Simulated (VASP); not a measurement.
# Ca (Fm-3m) in VASP: further runs

Runs on Ca. Level: PBE. Tasks: single point, relaxation of cell and atoms.

Program: VASP 6.6.1. These are calculated values, not measurements. Logs are shortened: lines on timing, memory, paths and dates and some standing lists are left out, and cuts for length are marked.

## Step 1: The cell of the first run

Symmetry: Fm-3m, No. 225, cubic system. The conventional cell has a = 5.588 Å, b = 5.588 Å, c = 5.588 Å, α = 90.00°, β = 90.00°, γ = 90.00°. Within 5.2 Å of Ca (site symmetry m-3m) lie 12 Ca at 3.95 Å.

## Step 2: Single point, PBE

Contents of INCAR:

```
ALGO = Fast
EDIFF = 1E-7
ENCUT = 520
GGA = PE
ISIF = 2
ISMEAR = 0
LASPH = True
LCHARG = False
LREAL = False
LWAVE = False
NBANDS = 11
NELM = 80
PREC = Accurate
SIGMA = 0.1
```

Contents of KPOINTS:

```
k-points
0
Gamma
  6 6 6
```

Contents of POSCAR:

```
Ca
1.0
    0.0000000000      2.7942000000      2.7942000000
    2.7942000000      0.0000000000      2.7942000000
    2.7942000000      2.7942000000      0.0000000000
Ca
1
Direct
    0.0000000000      0.0000000000      0.0000000000
```

Potentials or basis: VASP PAW PBE potentials, release 64 (Ca_sv).

Launch:

```sh
> cat potpaw_PBE.64/Ca_sv/POTCAR > POTCAR
> mpirun -np 1 vasp_std > vasp.out
```

OUTCAR:

```text
EDIFF = 1E-7
   ENCUT = 520
   GGA = PE
   ISIF = 2
   ISMEAR = 0
   LASPH = True
   LREAL = False
   NELM = 80
   PREC = Accurate

 ion  position               nearest neighbor table
   1  0.000  0.000  0.000-

  LATTYP: Found a face centered cubic cell.
 ALAT       =     5.5884000000

  Lattice vectors:

 A1 = (   0.0000000000,   2.7942000000,   2.7942000000)
 A2 = (   2.7942000000,   0.0000000000,   2.7942000000)
 A3 = (   2.7942000000,   2.7942000000,   0.0000000000)

Analysis of symmetry for initial positions (statically):
=====================================================================
 Subroutine PRICEL returns:
 Original cell was already a primitive cell.

 Routine SETGRP: Setting up the symmetry group for a
 face centered cubic supercell.

 Subroutine GETGRP returns: Found 48 space group operations
[... 9 lines left out ...]

 Routine SETGRP: Setting up the symmetry group for a
 face centered cubic supercell.

 Subroutine GETGRP returns: Found 48 space group operations
 (whereof 48 operations were pure point group operations)
 out of a pool of 48 trial point group operations.

The dynamic configuration has the point symmetry O_h .

 Subroutine INISYM returns: Found 48 space group operations
 (whereof 48 operations are pure point group operations),
 and found     1 'primitive' translations

----------------------------------------------------------------------------------------

                                     Primitive cell

  volume of cell :      43.6317

  direct lattice vectors                    reciprocal lattice vectors
     0.000000000  2.794200000  2.794200000    -0.178942094  0.178942094  0.178942094
     2.794200000  0.000000000  2.794200000     0.178942094 -0.178942094  0.178942094
     2.794200000  2.794200000  0.000000000     0.178942094  0.178942094 -0.178942094

  length of vectors
     3.951595536  3.951595536  3.951595536     0.309936799  0.309936799  0.309936799

  position of ions in fractional coordinates (direct lattice)
     0.000000000  0.000000000  0.000000000

  ion indices of the primitive-cell ions
   primitive index   ion index
                 1           1

----------------------------------------------------------------------------------------

 KPOINTS: k-points

Automatic generation of k-mesh.
 Grid dimensions read from file:
 generate k-points for:    6    6    6

 Generating k-lattice:

[... 59 lines left out ...]
   ISYM   =      2    0-nonsym 1-usesym 2-fastsym
   POTIM  = 0.5000    time-step for ionic-motion
   TEBEG  =    0.0;   TEEND  =   0.0 temperature during run
   PSTRESS=    0.0 pullay stress
   NELECT =      10.0000    total number of electrons
   NUPDOWN=      -1.0000    fix difference up-down
   EMIN   =  10.00;   EMAX   =-10.00  energy-range for DOS
   EFERMI =   0.00;   METHOD = LEGACY
   ISMEAR =     0;   SIGMA  =   0.10  broadening in eV -4-tet -1-fermi 0-gaus
   EFERMI_NEDOS =   21; number of points for ismear=-14 and -15
   IALGO  =     68    algorithm
   IMIX   =      4    mixing-type and parameters
     AMIX     =   0.40;   BMIX     =  1.00
     AMIX_MAG =   1.60;   BMIX_MAG =  1.00
  volume/ion in A,a.u.               =      43.63       294.44
  Fermi-wavevector in a.u.,A,eV,Ry     =   1.001861  1.893242 13.656506  1.003725
  Thomas-Fermi vector in A             =   2.134310
   LORBIT       =      0    0 simple, 1 ext, 2 COOP (PROOUT), +10 PAW based schemes
   GGA     = PE    functional components
   LHFCALC =     F    Hartree Fock is set to
   AEXX    =    0.0000 exact exchange contribution
   IVDW    =     0    specifies the selected vdW correction
   LEPSILON=     F    determine dielectric tensor
   LRPA    =     F    only Hartree local field effects (RPA)
 non-spin polarized calculation
 RMM-DIIS sequential band-by-band and
 Gauss-broadening in eV      SIGMA  =   0.10
  energy-cutoff  :      520.00
  volume of cell :       43.63
 maximum number of plane-waves:      1211
 NGX is ok and might be reduce to    30
   NGX = 15   NGY = 15   NGZ = 15

 number of electron      10.0000000 magnetization

 number of electron       9.9999997 magnetization

 Free energy of the ion-electron system (eV)
  ---------------------------------------------------
  ext. energy  EPLUGINS =         0.00000000
  ---------------------------------------------------
  free energy    TOTEN  =        -1.90690924 eV

  energy without entropy =       -1.89177619  energy(sigma->0) =       -1.89934272

 E-fermi :   1.8772     XC(G=0):  -7.6314

 val. band max:        1.8419054918   @ k =  -0.3333   0.3333   0.1667
 cond. band min:       1.9297963980   @ k =  -0.3333   0.3333   0.1667
 fundamental gap:      0.0878909062
 Fermi energy:         1.8771981007

 k-point     1 :       0.0000    0.0000    0.0000
  band No.  band energies     occupation
      1     -40.2531      2.00000
      2     -21.1752      2.00000
      3     -21.1752      2.00000
      4     -21.1752      2.00000
      5      -2.1333      2.00000
      6       4.1285      0.00000
      7       4.1285      0.00000
      8       4.1285      0.00000
      9       5.1563      0.00000
     10       5.1563      0.00000
     11      10.8058      0.00000
[... 197 lines left out ...]
 k-point    16 :      -0.3333    0.5000    0.1667
  band No.  band energies     occupation
      1     -40.2377      2.00000
      2     -21.2728      2.00000
      3     -21.2378      2.00000
      4     -21.2209      2.00000
      5       1.8418      1.38348
      6       2.4566      0.00000
      7       2.6054      0.00000
      8       4.7206      0.00000
      9       5.9925      0.00000
     10       6.4549      0.00000
     11       6.9234      0.00000

------------------------ aborting loop because EDIFF is reached ----------------------------------------

  FORCE on cell =-STRESS in cart. coord.  units (eV):
  Direction    XX          YY          ZZ          XY          YZ          ZX
  --------------------------------------------------------------------------------------
  -------------------------------------------------------------------------------------
  Total       -0.1712574     -0.1712574     -0.1712574      0.0000000     -0.0000000     -0.0000000
  in kB       -6.2886506     -6.2886506     -6.2886506      0.0000000     -0.0000000     -0.0000000
  external PRESSURE =      -6.2886506 kB  Pullay stress =       0.0000000 kB

 VOLUME and BASIS-vectors are now :
 -----------------------------------------------------------------------------
  energy-cutoff  :      520.00
  volume of cell :       43.63
      direct lattice vectors                 reciprocal lattice vectors
     0.000000000  2.794200000  2.794200000    -0.178942094  0.178942094  0.178942094
     2.794200000  0.000000000  2.794200000     0.178942094 -0.178942094  0.178942094
     2.794200000  2.794200000  0.000000000     0.178942094  0.178942094 -0.178942094

 POSITION                                       TOTAL-FORCE (eV/Angst)
 -----------------------------------------------------------------------------------
      0.00000      0.00000      0.00000        -0.000000     -0.000000     -0.000000
 -----------------------------------------------------------------------------------
    total drift:                               -0.000000     -0.000000      0.000000

  FREE ENERGIE OF THE ION-ELECTRON SYSTEM (eV)
  ---------------------------------------------------
  free  energy   TOTEN  =        -1.9069092449 eV

  energy  without entropy=       -1.8917761915  energy(sigma->0) =       -1.89934272
```

stdout:

```text
POSCAR found type information on POSCAR Ca
 POSCAR found :  1 types and       1 ions
 scaLAPACK will be used
 LDA part: xc-table for (Slater+PW92), standard interpolation
 POSCAR, INCAR and KPOINTS ok, starting setup
 FFT: planning ... GRIDC
 FFT: planning ... GRID_SOFT
 FFT: planning ... GRID
 WAVECAR not read
 entering main loop
```

It took 8.8 s on 1 thread of Intel Xeon Platinum 8559C (Emerald Rapids), shared host; peak memory 0.15 GiB.

What came out:

```yaml
Free_energy: -1.9069 eV
Pressure: -0.6 GPa
Band_gap_on_the_k_mesh: zero (band 5 reaches 1.84 eV, above the bottom of band 6 at 1.65 eV)
```

Levels at points of the mesh, in eV from the Fermi level:
```tsv
k point	band 1	band 2	band 3	band 4	band 5	band 6	band 7	band 8	band 9	band 10
(0.00, 0.00, 0.00)	-42.13	-23.05	-23.05	-23.05	-4.01	2.25	2.25	2.25	3.28	3.28
(0.50, 0.00, 0.00)	-42.12	-23.17	-23.07	-23.07	-1.02	-0.23	2.14	2.14	3.94	3.94
(0.50, 0.50, 0.00)	-42.11	-23.17	-23.10	-23.10	-0.47	0.55	0.86	3.93	4.11	4.11
```

## Step 3: Single point, PBE

This run uses another cell than the first one, of 42.16 Å³/atom, 0.966 times its volume.

Contents of INCAR:

```
ALGO = Fast ; EDIFF = 1E-6
ENCUT = 520 ; GGA = PE
ISIF = 2 ; ISMEAR = 0
LASPH = True ; LCHARG = True
LELF = True ; LREAL = False
LVHAR = True ; LWAVE = False
NBANDS = 11 ; NELM = 100
PREC = Accurate ; SIGMA = 0.1
```

Contents of KPOINTS:

```
k-points
0
Gamma
  14 14 14
```

Contents of POSCAR:

```
Ca
1.0
    0.0000000000      2.7623960552      2.7623960552
    2.7623960552      0.0000000000      2.7623960552
    2.7623960552      2.7623960552      0.0000000000
Ca
1
Direct
    0.0000000000      0.0000000000      0.0000000000
```

Potentials or basis: VASP PAW PBE potentials, release 64 (Ca_sv).

Launch:

```sh
> cat potpaw_PBE.64/Ca_sv/POTCAR > POTCAR
> mpirun -np 1 vasp_std > vasp.out
```

OUTCAR:

```text
EDIFF = 1E-6
   ENCUT = 520
   GGA = PE
   ISIF = 2
   ISMEAR = 0
   LASPH = True
   LREAL = False
   NELM = 100
   PREC = Accurate

 ion  position               nearest neighbor table
   1  0.000  0.000  0.000-

  LATTYP: Found a face centered cubic cell.
 ALAT       =     5.5247921104

  Lattice vectors:

 A1 = (   0.0000000000,   2.7623960552,   2.7623960552)
 A2 = (   2.7623960552,   0.0000000000,   2.7623960552)
 A3 = (   2.7623960552,   2.7623960552,   0.0000000000)

Analysis of symmetry for initial positions (statically):
=====================================================================
 Subroutine PRICEL returns:
 Original cell was already a primitive cell.

 Routine SETGRP: Setting up the symmetry group for a
 face centered cubic supercell.

 Subroutine GETGRP returns: Found 48 space group operations
[... 9 lines left out ...]

 Routine SETGRP: Setting up the symmetry group for a
 face centered cubic supercell.

 Subroutine GETGRP returns: Found 48 space group operations
 (whereof 48 operations were pure point group operations)
 out of a pool of 48 trial point group operations.

The dynamic configuration has the point symmetry O_h .

 Subroutine INISYM returns: Found 48 space group operations
 (whereof 48 operations are pure point group operations),
 and found     1 'primitive' translations

----------------------------------------------------------------------------------------

                                     Primitive cell

  volume of cell :      42.1588

  direct lattice vectors                    reciprocal lattice vectors
     0.000000000  2.762396055  2.762396055    -0.181002286  0.181002286  0.181002286
     2.762396055  0.000000000  2.762396055     0.181002286 -0.181002286  0.181002286
     2.762396055  2.762396055  0.000000000     0.181002286  0.181002286 -0.181002286

  length of vectors
     3.906617966  3.906617966  3.906617966     0.313505155  0.313505155  0.313505155

  position of ions in fractional coordinates (direct lattice)
     0.000000000  0.000000000  0.000000000

  ion indices of the primitive-cell ions
[... 97 lines left out ...]
  Thomas-Fermi vector in A             =   2.146562
   LORBIT       =      0    0 simple, 1 ext, 2 COOP (PROOUT), +10 PAW based schemes
   GGA     = PE    functional components
   LHFCALC =     F    Hartree Fock is set to
   AEXX    =    0.0000 exact exchange contribution
   IVDW    =     0    specifies the selected vdW correction
   LEPSILON=     F    determine dielectric tensor
   LRPA    =     F    only Hartree local field effects (RPA)
 non-spin polarized calculation
 RMM-DIIS sequential band-by-band and
 Gauss-broadening in eV      SIGMA  =   0.10
  energy-cutoff  :      520.00
  volume of cell :       42.16
 maximum number of plane-waves:      1158
 NGX is ok and might be reduce to    30
   NGX = 15   NGY = 15   NGZ = 15

 number of electron      10.0000001 magnetization

 Free energy of the ion-electron system (eV)
  ---------------------------------------------------
  ext. energy  EPLUGINS =         0.00000000
  ---------------------------------------------------
  free energy    TOTEN  =        -1.93326457 eV

  energy without entropy =       -1.92625062  energy(sigma->0) =       -1.92975760

 E-fermi :   1.9567     XC(G=0):  -7.7389

 val. band max:        1.9428847490   @ k =  -0.4286   0.2143   0.0714
 cond. band min:       1.9862491842   @ k =  -0.3571   0.3571   0.0000
 fundamental gap:      0.0433644351
 Fermi energy:         1.9566686349

 k-point     1 :       0.0000    0.0000    0.0000
  band No.  band energies     occupation
      1     -40.0529      2.00000
      2     -20.9697      2.00000
      3     -20.9697      2.00000
      4     -20.9697      2.00000
      5      -2.0637      2.00000
      6       4.3015      0.00000
      7       4.3015      0.00000
      8       4.3015      0.00000
      9       5.3724      0.00000
     10       5.3724      0.00000
     11      11.0862      0.00000
[... 309 lines left out ...]
 k-point    24 :       0.2857    0.1429    0.0000
  band No.  band energies     occupation
      1     -40.0448      2.00000
      2     -21.0387      2.00000
      3     -20.9888      2.00000
      4     -20.9873      2.00000
      5      -0.8485      2.00000
      6       3.3392      0.00000
      7       4.2697      0.00000
      8       4.6144      0.00000
      9       5.0479      0.00000
     10       5.6727      0.00000
     11       9.6822      0.00000

 [... further k-points ...]
[... 5 lines left out ...]
  --------------------------------------------------------------------------------------
  -------------------------------------------------------------------------------------
  Total        0.0037490      0.0037490      0.0037490      0.0000000      0.0000000      0.0000000
  in kB        0.1424750      0.1424750      0.1424750      0.0000000      0.0000000      0.0000000
  external PRESSURE =       0.1424750 kB  Pullay stress =       0.0000000 kB

 VOLUME and BASIS-vectors are now :
 -----------------------------------------------------------------------------
  energy-cutoff  :      520.00
  volume of cell :       42.16
      direct lattice vectors                 reciprocal lattice vectors
     0.000000000  2.762396055  2.762396055    -0.181002286  0.181002286  0.181002286
     2.762396055  0.000000000  2.762396055     0.181002286 -0.181002286  0.181002286
     2.762396055  2.762396055  0.000000000     0.181002286  0.181002286 -0.181002286

 POSITION                                       TOTAL-FORCE (eV/Angst)
 -----------------------------------------------------------------------------------
      0.00000      0.00000      0.00000         0.000000      0.000000     -0.000000
 -----------------------------------------------------------------------------------
    total drift:                               -0.000000     -0.000000      0.000000

  FREE ENERGIE OF THE ION-ELECTRON SYSTEM (eV)
  ---------------------------------------------------
  free  energy   TOTEN  =        -1.9332645722 eV

  energy  without entropy=       -1.9262506220  energy(sigma->0) =       -1.92975760
```

It took 25 s on 1 thread of Intel Xeon 6975P-C (Granite Rapids), shared host; peak memory 0.19 GiB.

Results:

| Property | Result |
| --- | --- |
| Free energy | -1.9333 eV |
| Pressure | 0.0 GPa |
| Band gap on the k mesh | zero (band 5 reaches 2.11 eV, above the bottom of band 6 at 1.80 eV) |

Levels at points of the mesh, in eV from the Fermi level:
| k point | band 1 | band 2 | band 3 | band 4 | band 5 | band 6 | band 7 | band 8 | band 9 | band 10 |
| --- | --- | --- | --- | --- | --- | --- | --- | --- | --- | --- |
| (0.00, 0.00, 0.00) | -42.01 | -22.93 | -22.93 | -22.93 | -4.02 | 2.34 | 2.34 | 2.34 | 3.42 | 3.42 |
| (0.50, 0.00, 0.00) | -42.00 | -23.06 | -22.95 | -22.95 | -0.98 | -0.15 | 2.23 | 2.23 | 4.10 | 4.10 |
| (0.50, 0.50, 0.00) | -41.99 | -23.06 | -22.98 | -22.98 | -0.45 | 0.58 | 0.98 | 4.10 | 4.28 | 4.28 |

## Step 4: Relaxation of cell and atoms, PBE

Contents of INCAR:

```
ALGO     = Fast           # electronic algorithm
EDIFF    = 1E-6           # SCF threshold, eV
EDIFFG   = -0.005         # ionic threshold
ENCUT    = 600            # plane-wave cutoff, eV
GGA      = PE             # functional
IBRION   = 2              # ionic algorithm
ISIF     = 3              # what is computed and relaxed
ISMEAR   = 0              # smearing method
LASPH    = T              # aspherical terms in the spheres
LCHARG   = F              # write CHGCAR
LREAL    = F              # projectors in reciprocal space
LWAVE    = F              # write WAVECAR
NELM     = 80             # most SCF steps
NSW      = 100            # ionic steps
PREC     = Accurate       # precision mode
SIGMA    = 0.1            # smearing width, eV
```

KPOINTS is that of step 3.

Contents of POSCAR:

```
Ca
1.0
    0.0000000000      2.7942000000      2.7942000000
    2.7942000000      0.0000000000      2.7942000000
    2.7942000000      2.7942000000      0.0000000000
Ca
1
Direct
    0.0000000000      0.0000000000      0.0000000000
```

Launch:

```sh
> cat potpaw_PBE.64/Ca_sv/POTCAR > POTCAR
> mpirun -np 1 vasp_std > vasp.out
```

It took 77 s on 1 thread of Intel Xeon 6975P-C (Granite Rapids), shared host; peak memory 0.22 GiB.

It converged, with:

```
Free energy                            : -1.9333 eV
Relaxed volume                         : 42.30 Å³/atom
Relaxed cell                           : a = 3.911 Å, b = 3.911 Å, c = 3.911 Å, α = 60.00°, β = 60.00°, γ = 60.00°
Space group after relaxing (to 0.05 Å) : Fm-3m (No. 225)
Energy gained by relaxing              : 2.3 meV/atom
Ionic steps                            : 7
Pressure after relaxing                : 0.0 GPa
Band gap on the k mesh                 : zero (band 5 reaches 2.10 eV, above the bottom of band 6 at 1.79 eV)
```

Step by step:
| step | energy change (eV) | largest force (eV/Å) | pressure (GPa) | volume (Å³) |
| --- | --- | --- | --- | --- |
| 1 | 0.0000 | 0.0000 | -0.53 | 43.63 |
| 2 | -0.0020 | 0.0000 | -0.19 | 42.72 |
| 3 | -0.0023 | 0.0000 | 0.03 | 42.20 |
| 4 | -0.0023 | 0.0000 | 0.03 | 42.27 |
| 5 | -0.0022 | 0.0000 | -0.08 | 42.50 |
| 6 | -0.0023 | 0.0000 | -0.04 | 42.33 |
| 7 | -0.0023 | 0.0000 | 0.00 | 42.30 |

Final structure:
```
Ca
1.0
     0.00000    2.76537    2.76537
     2.76537    0.00000    2.76537
     2.76537    2.76537    0.00000
Ca
1
Direct
  0.00000 0.00000 0.00000
```

Levels at points of the mesh, in eV from the Fermi level:
```csv
k point,band 2,band 3,band 4,band 5,band 6,band 7,band 8,band 9
"(0.00, 0.00, 0.00)",-22.94,-22.94,-22.94,-4.01,2.34,2.34,2.34,3.41
"(0.50, 0.00, 0.00)",-23.07,-22.95,-22.95,-0.98,-0.16,2.23,2.23,4.09
"(0.50, 0.50, 0.00)",-23.06,-22.99,-22.99,-0.45,0.58,0.97,4.08,4.27
```

## Step 5: The runs side by side

```tsv
task	cell	k mesh	cutoff (eV)	gap on the mesh (eV)	pressure (GPa)
single point	a = 3.952 Å, angles 60.0°, 1 atom	6 × 6 × 6	520	none	-0.6
single point	a = 3.907 Å, angles 60.0°, 1 atom	14 × 14 × 14	520	none	0.0
relaxation of cell and atoms	relaxed from a = 3.952 Å, angles 60.0°, 1 atom	14 × 14 × 14	600	none	0.0
```

Alike in all rows: level PBE; potentials or basis VASP PAW PBE potentials, release 64 (Ca_sv); no spin polarisation; smearing gaussian 0.1 eV.

Absolute energies hang on the potentials; compare differences alone.
